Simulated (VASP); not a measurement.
# CuO in VASP: settings compared

The runs below take CuO through single point, with PBEsol, PBE.

Everything below comes from runs of VASP 6.6.1. Logs are shortened: lines on timing, memory, paths and dates and some standing lists are left out, and cuts for length are marked.

## (1) The cell of the first run

The typed cell holds 4 atoms: a = 2.880 Å, b = 2.880 Å, c = 5.176 Å, α = 89.81°, β = 89.81°, γ = 89.22°.

## (2) Single point, PBEsol

INCAR reads:

```
SYSTEM = CuO
PREC     = Accurate       ! precision mode
ENCUT    = 520            ! plane-wave cutoff, eV
EDIFF    = 1E-7           ! SCF threshold, eV
ISMEAR   = -1             ! smearing method
SIGMA    = 0.05           ! smearing width, eV
LREAL    = .False.        ! projectors in reciprocal space
LASPH    = .True.         ! aspherical terms in the spheres
NELM     = 80             ! most SCF steps
ALGO     = Normal         ! electronic algorithm
ISIF     = 2              ! what is computed and relaxed
LWAVE    = .False.        ! write WAVECAR
LCHARG   = .False.        ! write CHGCAR
GGA      = PS             ! functional
NBANDS   = 25             ! bands
```

KPOINTS reads:

```
regular mesh
0
Gamma
  9 9 5
  0 0 0
```

POSCAR reads:

```
CuO
1.0
    2.8795009639      0.0000000000      0.0000000000
    0.0390727580      2.8792794796      0.0000000000
    0.0174953863      0.0172449008      5.1763391994
Cu O
2 2
Direct
    0.0000000000      0.5000000000      0.0000000000
    0.5000000000      0.0000000000      0.5000000000
    0.9984239700      0.0016717800      0.7498871000
    0.0015760300      0.9983282200      0.2501129000
```

Potentials or basis: VASP PAW PBE potentials, release 64 (Cu, O).

Started as:

```bash
$ cat potpaw_PBE.64/Cu/POTCAR potpaw_PBE.64/O/POTCAR > POTCAR
$ mpirun -np 1 vasp_std > vasp.out
```

OUTCAR:

```text
SYSTEM = CuO
   PREC = Accurate
   ENCUT = 520
   EDIFF = 1E-7
   ISMEAR = -1
   LREAL = .False.
   LASPH = .True.
   NELM = 80
   ISIF = 2
   GGA = PS

 ion  position               nearest neighbor table
   1  0.000  0.500  0.000-   3 1.94   4 1.94   3 1.94   4 1.94
   2  0.500  0.000  0.500-   3 1.94   4 1.94   4 1.94   3 1.94
   3  0.998  0.002  0.750-   2 1.94   2 1.94   1 1.94   1 1.94
   4  0.002  0.998  0.250-   2 1.94   2 1.94   1 1.94   1 1.94

  LATTYP: Found a base centered monoclinic cell.
 ALAT       =    11.1169163425
 B/A-ratio  =     0.3638182808
 C/A-ratio  =     0.4656324948
 COS(beta)  =    -0.9295148209

  Lattice vectors:

 A1 = (   2.8620055776,  -0.0172449008,  -5.1763391994)
 A2 = (   0.0215773717,   2.8620345788,  -5.1763391994)
 A3 = (   0.0174953863,   0.0172449008,   5.1763391994)

Analysis of symmetry for initial positions (statically):
=====================================================================
 Subroutine PRICEL returns:
 Original cell was already a primitive cell.

 Routine SETGRP: Setting up the symmetry group for a
 base centered monoclinic supercell.

 Subroutine GETGRP returns: Found  2 space group operations
 (whereof  2 operations were pure point group operations)
 out of a pool of  4 trial point group operations.

The static configuration has the point symmetry S_2 .

Analysis of symmetry for dynamics (positions and initial velocities):
=====================================================================
 Subroutine PRICEL returns:
 Original cell was already a primitive cell.

 Routine SETGRP: Setting up the symmetry group for a
 base centered monoclinic supercell.

 Subroutine GETGRP returns: Found  2 space group operations
 (whereof  2 operations were pure point group operations)
 out of a pool of  4 trial point group operations.

The dynamic configuration has the point symmetry S_2 .

 Subroutine INISYM returns: Found  2 space group operations
 (whereof  2 operations are pure point group operations),
 and found     1 'primitive' translations

----------------------------------------------------------------------------------------

                                     Primitive cell

  volume of cell :      42.9164

  direct lattice vectors                    reciprocal lattice vectors
     2.879500964  0.000000000  0.000000000     0.347282398 -0.004712735 -0.001158071
     0.039072758  2.879279480  0.000000000     0.000000000  0.347309112 -0.001157055
     0.017495386  0.017244901  5.176339199     0.000000000  0.000000000  0.193186722

  length of vectors
     2.879500964  2.879544582  5.176397491     0.347316304  0.347311040  0.193186722

  position of ions in fractional coordinates (direct lattice)
     1.000000000  0.500000000  0.000000000
     0.500000000  0.000000000  0.500000000
     0.998423970  0.001671780  0.749887100
     0.001576030  0.998328220  0.250112900

  ion indices of the primitive-cell ions
   primitive index   ion index
                 1           1
                 2           2
                 3           3
                 4           4

----------------------------------------------------------------------------------------

 KPOINTS: regular mesh

Automatic generation of k-mesh.
 Grid dimensions read from file:
 generate k-points for:    9    9    5

 Generating k-lattice:

  Cartesian coordinates                     Fractional coordinates (reciprocal lattice)
     0.038586933 -0.000523637 -0.000128675     0.111111111 -0.000000000 -0.000000000
     0.000000000  0.038589901 -0.000128562     0.000000000  0.111111111 -0.000000000
     0.000000000  0.000000000  0.038637344     0.000000000  0.000000000  0.200000000

  Length of vectors
     0.038590700  0.038590116  0.038637344

  Shift w.r.t. Gamma in fractional coordinates (k-lattice)
     0.000000000  0.000000000  0.000000000

 Subroutine IBZKPT returns following result:
 ===========================================

 Found    203 irreducible k-points:

 Following reciprocal coordinates:
            Coordinates               Weight
  0.000000  0.000000  0.000000      1.000000
  0.111111  0.000000 -0.000000      2.000000
  0.000000 -0.111111  0.000000      2.000000
  0.222222 -0.000000 -0.000000      2.000000
  0.000000 -0.222222  0.000000      2.000000
  0.333333  0.000000 -0.000000      2.000000
[... 16 lines left out ...]
 -0.111111  0.111111 -0.000000      2.000000
  0.222222  0.222222 -0.000000      2.000000
 [... further k-points ...]
   k-points           NKPTS =    203   k-points in BZ     NKDIM =    203   number of bands    NBANDS=     25
   number of dos      NEDOS =    301   number of ions     NIONS =      4
   total plane-waves  NPLWV =  23040
   dimension x,y,z NGX =    24 NGY =   24 NGZ =   40
   dimension x,y,z NGXF=    48 NGYF=   48 NGZF=   80
   ions per type =               2   2
   NGX,Y,Z   is equivalent  to a cutoff of  13.86, 13.86, 12.85 a.u.
[... 67 lines left out ...]
  band No.  band energies     occupation
      1     -14.8442      2.00000
      2     -13.5096      2.00000
      3      -3.3373      2.00000
      4      -0.4761      2.00000
      5      -0.4480      2.00000
      6       1.2106      2.00000
[... 17 lines left out ...]
     24      19.8363      0.00000
     25      20.0495      0.00000

 k-point     2 :       0.1111    0.0000   -0.0000
  band No.  band energies     occupation
      1     -14.7721      2.00000
      2     -13.4857      2.00000
      3      -3.2162      2.00000
      4      -0.5495      2.00000
      5      -0.4230      2.00000
      6       0.5940      2.00000
[... 17 lines left out ...]
     24      20.0449      0.00000
     25      20.1912      0.00000

 k-point     3 :       0.0000   -0.1111    0.0000
  band No.  band energies     occupation
      1     -14.7722      2.00000
      2     -13.4856      2.00000
      3      -3.2164      2.00000
      4      -0.5436      2.00000
      5      -0.4297      2.00000
      6       0.5946      2.00000
[... 17 lines left out ...]
     24      20.0425      0.00000
     25      20.2106      0.00000

 k-point     4 :       0.2222   -0.0000   -0.0000
  band No.  band energies     occupation
      1     -14.5821      2.00000
      2     -13.4244      2.00000
      3      -2.8939      2.00000
      4      -0.7039      2.00000
      5      -0.5530      2.00000
      6      -0.3348      2.00000
[... 17 lines left out ...]
     24      20.0142      0.00000
     25      20.5016      0.00000

 k-point     5 :       0.0000   -0.2222    0.0000
  band No.  band energies     occupation
      1     -14.5824      2.00000
      2     -13.4241      2.00000
      3      -2.8946      2.00000
      4      -0.6992      2.00000
      5      -0.5515      2.00000
      6      -0.3420      2.00000
[... 17 lines left out ...]
     24      20.0128      0.00000
     25      20.5813      0.00000

 k-point     6 :       0.3333    0.0000   -0.0000
  band No.  band energies     occupation
      1     -14.3514      2.00000
      2     -13.3535      2.00000
      3      -2.4958      2.00000
      4      -1.5798      2.00000
      5      -0.7869      2.00000
      6      -0.2295      2.00000
[... 17 lines left out ...]
     24      19.1813      0.00000
     25      20.4370      0.00000
[... 393 lines left out ...]
 k-point    21 :      -0.2222    0.1111    0.0000
  band No.  band energies     occupation
      1     -14.5113      2.00000
      2     -13.4024      2.00000
      3      -2.7697      2.00000
      4      -0.6792      2.00000
      5      -0.5345      2.00000
      6      -0.4021      2.00000
[... 17 lines left out ...]
     24      18.5367      0.00000
     25      20.2354      0.00000

 k-point    22 :      -0.1111    0.2222   -0.0000
  band No.  band energies     occupation
      1     -14.5115      2.00000
      2     -13.4021      2.00000
      3      -2.7703      2.00000
      4      -0.6750      2.00000
      5      -0.5333      2.00000
      6      -0.4081      2.00000
[... 17 lines left out ...]
     24      18.5354      0.00000
     25      20.2344      0.00000

 k-point    23 :      -0.1111    0.1111   -0.0000
  band No.  band energies     occupation
      1     -14.6997      2.00000
      2     -13.4620      2.00000
      3      -3.0939      2.00000
      4      -0.5547      2.00000
      5      -0.4681      2.00000
      6       0.4618      2.00000
[... 17 lines left out ...]
     24      18.8057      0.00000
     25      20.2090      0.00000

 k-point    24 :       0.2222    0.2222   -0.0000
  band No.  band energies     occupation
      1     -14.3331      2.00000
      2     -13.3500      2.00000
      3      -2.4469      2.00000
      4      -0.6413      2.00000
      5      -0.5664      2.00000
      6      -0.4399      2.00000
[... 17 lines left out ...]
     24      17.2201      0.00000
     25      20.7109      0.00000

 [... further k-points ...]

------------------------ aborting loop because EDIFF is reached ----------------------------------------

  FORCE on cell =-STRESS in cart. coord.  units (eV):
  Direction    XX          YY          ZZ          XY          YZ          ZX
  --------------------------------------------------------------------------------------
  -------------------------------------------------------------------------------------
  Total       -0.0337176     -0.0460261     -0.9690982     -0.0214270      0.0002003     -0.0032741
  in kB       -1.2587606     -1.7182682    -36.1788344     -0.7999241      0.0074764     -0.1222313
  external PRESSURE =     -13.0519544 kB  Pullay stress =       0.0000000 kB

 VOLUME and BASIS-vectors are now :
 -----------------------------------------------------------------------------
  energy-cutoff  :      520.00
  volume of cell :       42.92
      direct lattice vectors                 reciprocal lattice vectors
     2.879500964  0.000000000  0.000000000     0.347282398 -0.004712735 -0.001158071
     0.039072758  2.879279480  0.000000000     0.000000000  0.347309112 -0.001157055
     0.017495386  0.017244901  5.176339199     0.000000000  0.000000000  0.193186722

 POSITION                                       TOTAL-FORCE (eV/Angst)
 -----------------------------------------------------------------------------------
      0.01954      1.43964      0.00000         0.000000     -0.000000      0.000000
      1.44850      0.00862      2.58817         0.000000      0.000000      0.000000
      2.88815      0.01775      3.88167         0.004742     -0.006254      0.009640
      0.04792      2.87878      1.29467        -0.004742      0.006254     -0.009640
 -----------------------------------------------------------------------------------
    total drift:                                0.000000     -0.000000     -0.000000

  FREE ENERGIE OF THE ION-ELECTRON SYSTEM (eV)
  ---------------------------------------------------
  free  energy   TOTEN  =       -21.4784414243 eV

  energy  without entropy=      -21.4592376578  energy(sigma->0) =      -21.46883954
```

Run time: 88 s. Hardware: 1 thread of Intel Xeon 6975P-C (Granite Rapids), shared host; peak memory 0.29 GiB.

Results:

```
Free energy            : -21.4784 eV
Pressure               : -1.3 GPa
Largest force          : 0.012 eV/Å
Band gap on the k mesh : zero (band 17 reaches 5.76 eV, above the bottom of band 18 at 4.81 eV)
```

Forces in eV/Å, atoms in the order of the input:
```
Cu   0.000  0.000  0.000
Cu   0.000  0.000  0.000
O    0.005 -0.006  0.010
O   -0.005  0.006 -0.010
```

Caveat: the PAW data sets were made with another functional, which shifts forces and pressure a little; semilocal functionals often make such compounds metallic where correlation or magnetic order opens a gap, which also shifts bond lengths. With open d or f shells a metallic result of PBEsol can be an artefact of self-interaction; +U or a hybrid may open a gap.

## (3) Single point, PBEsol (atoms moved at random)

INCAR reads:

```
SYSTEM = CuO
PREC = Accurate
ENCUT = 520
EDIFF = 1E-7
ISMEAR = -1
SIGMA = 0.05
LREAL = .False.
LASPH = .True.
NELM = 80
ALGO = Normal
ISIF = 2
LWAVE = .False.
LCHARG = .False.
GGA = PS
NBANDS = 25
```

KPOINTS is that of step 2.

POSCAR reads:

```
CuO
1.0
    2.8795009639      0.0000000000      0.0000000000
    0.0390727580      2.8792794796      0.0000000000
    0.0174953863      0.0172449008      5.1763391994
Cu O
2 2
Direct
   -0.0130100000      0.5065550000     -0.0001290000
    0.4863870000      0.0009910000      0.5025370000
    0.9959260000     -0.0093790000      0.7470280000
    0.0000390000      0.9917150000      0.2500130000
```

Potentials or basis: VASP PAW PBE potentials, release 64 (Cu, O).

Started as:

```bash
$ cat potpaw_PBE.64/Cu/POTCAR potpaw_PBE.64/O/POTCAR > POTCAR
$ mpirun -np 1 vasp_std > vasp.out
```

It took 83 s on 1 thread of Intel Xeon 6975P-C (Granite Rapids), shared host; peak memory 0.29 GiB.

The run converged. Its results:

- Free energy: -21.4473 eV
- Pressure: -1.0 GPa
- Largest force: 0.663 eV/Å
- Band gap on the k mesh: zero (band 17 reaches 5.74 eV, above the bottom of band 18 at 4.81 eV)

Forces in eV/Å, atoms in the order of the input:
```
Cu   0.129 -0.650 -0.011
Cu   0.523 -0.119 -0.316
O   -0.336  0.401  0.283
O   -0.317  0.368  0.045
```

Stress tensor (GPa, compression positive):
```
 0.37  0.05 -0.12
 0.05 -0.21 -0.23
-0.12 -0.23 -3.05
```

Levels at points of the mesh, in eV from the Fermi level:
| k point | band 13 | band 14 | band 15 | band 16 | band 17 | band 18 | band 19 | band 20 | band 21 | band 22 |
| --- | --- | --- | --- | --- | --- | --- | --- | --- | --- | --- |
| (0.00, 0.00, 0.00) | -2.39 | -2.38 | -2.31 | -2.00 | 0.66 | 0.73 | 1.46 | 6.11 | 7.32 | 13.48 |

Caveat: the cell differs from its parent crystal (atoms moved at random); the PAW data sets were made with another functional, which shifts forces and pressure a little; semilocal functionals often make such compounds metallic where correlation or magnetic order opens a gap, which also shifts bond lengths.

## (4) Single point, PBEsol

INCAR reads:

```
PREC = Accurate
ENCUT = 520
EDIFF = 1E-7
ISMEAR = -1
SIGMA = 0.05
LREAL = F
LASPH = T
NELM = 80
ALGO = Normal
ISIF = 2
LWAVE = F
LCHARG = F
GGA = PS
NBANDS = 25
```

KPOINTS reads:

```
regular mesh
0
Gamma
  9 9 5
```

POSCAR reads:

```
CuO
1.0
    2.8795009639      0.0000000000      0.0000000000
    0.0390727580      2.8792794796      0.0000000000
    0.0174953863      0.0172449008      5.1763391994
Cu O
2 2
Direct
    0.0000000000      0.5000000000      0.0000000000
    0.5000000000      0.0000000000      0.5000000000
    0.9984239700      0.0016717800      0.7498871000
    0.0015760300      0.9983282200      0.2501129000
```

Started as:

```bash
$ cat potpaw_PBE.64/Cu/POTCAR potpaw_PBE.64/O/POTCAR > POTCAR
$ mpirun -np 1 vasp_std > vasp.out
```

It took 82 s on 1 thread of Intel Xeon 6975P-C (Granite Rapids), shared host; peak memory 0.29 GiB.

It converged, with:

```yaml
Free_energy: -21.4784 eV
Pressure: -1.3 GPa
Largest_force: 0.012 eV/Å
Band_gap_on_the_k_mesh: zero (band 17 reaches 5.76 eV, above the bottom of band 18 at 4.81 eV)
```

Forces on the atoms (eV/Å):
```
Cu   0.000  0.000  0.000
Cu   0.000  0.000  0.000
O    0.005 -0.006  0.010
O   -0.005  0.006 -0.010
```

Stress tensor (GPa, compression positive):
```
-0.13 -0.08 -0.01
-0.08 -0.17  0.00
-0.01  0.00 -3.62
```

Levels at points of the mesh, in eV from the Fermi level:
```csv
k point,band 15,band 16,band 17,band 18,band 19,band 20
"(0.00, 0.00, 0.00)",-2.32,-2.02,0.68,0.72,1.46,6.10
```

Caveat: the PAW data sets were made with another functional, which shifts forces and pressure a little; semilocal functionals often make such compounds metallic where correlation or magnetic order opens a gap, which also shifts bond lengths.

## (5) Single point, PBE

This run uses another cell than the first one, of 10.09 Å³/atom, 0.940 times its volume.

INCAR reads:

```
ALGO = Normal
EDIFF = 1E-6
ENCUT = 520
GGA = PE
ISIF = 2
ISMEAR = -1
LASPH = True
LCHARG = False
LREAL = False
LWAVE = False
NBANDS = 25
NELM = 100
PREC = Accurate
SIGMA = 0.05
```

KPOINTS reads:

```
k-points
0
Gamma
  9 9 5
```

POSCAR reads:

```
CuO
1.0
    2.8207191443      0.0000000000      0.0000000000
    0.0382751310      2.8205021813      0.0000000000
    0.0171382374      0.0168928653      5.0706699737
Cu O
2 2
Direct
    0.0000000000      0.5000000000      0.0000000000
    0.5000000000      0.0000000000      0.5000000000
    0.9984239700      0.0016717800      0.7498871000
    0.0015760300      0.9983282200      0.2501129000
```

Started as:

```bash
$ cat potpaw_PBE.64/Cu/POTCAR potpaw_PBE.64/O/POTCAR > POTCAR
$ mpirun -np 1 vasp_std > vasp.out
```

It took 1.7 min on 1 thread of Intel Xeon Platinum 8488C (Sapphire Rapids), shared host; peak memory 0.29 GiB.

It converged, with:

| Item | Value |
| --- | --- |
| Free energy | -19.4837 eV |
| Pressure | 19.5 GPa |
| Largest force | 0.013 eV/Å |
| Band gap on the k mesh | zero (band 17 reaches 6.81 eV, above the bottom of band 18 at 5.82 eV) |

Forces on the atoms (eV/Å):
```
Cu   0.000  0.000  0.000
Cu   0.000  0.000  0.000
O   -0.002  0.000  0.013
O    0.002  0.000 -0.013
```

Stress tensor (GPa, compression positive):
```
18.33  0.07  0.05
 0.07 18.25  0.07
 0.05  0.07 21.90
```

Levels at points of the mesh, in eV from the Fermi level:
```tsv
k point	band 13	band 14	band 15	band 16	band 17	band 18	band 19	band 20	band 21	band 22
(0.00, 0.00, 0.00)	-2.69	-2.66	-2.56	-2.22	0.70	0.73	1.69	6.27	7.67	13.95
```

Caveat: semilocal functionals often make such compounds metallic where correlation or magnetic order opens a gap, which also shifts bond lengths. With open d or f shells a metallic result of PBE can be an artefact of self-interaction; +U or a hybrid may open a gap.
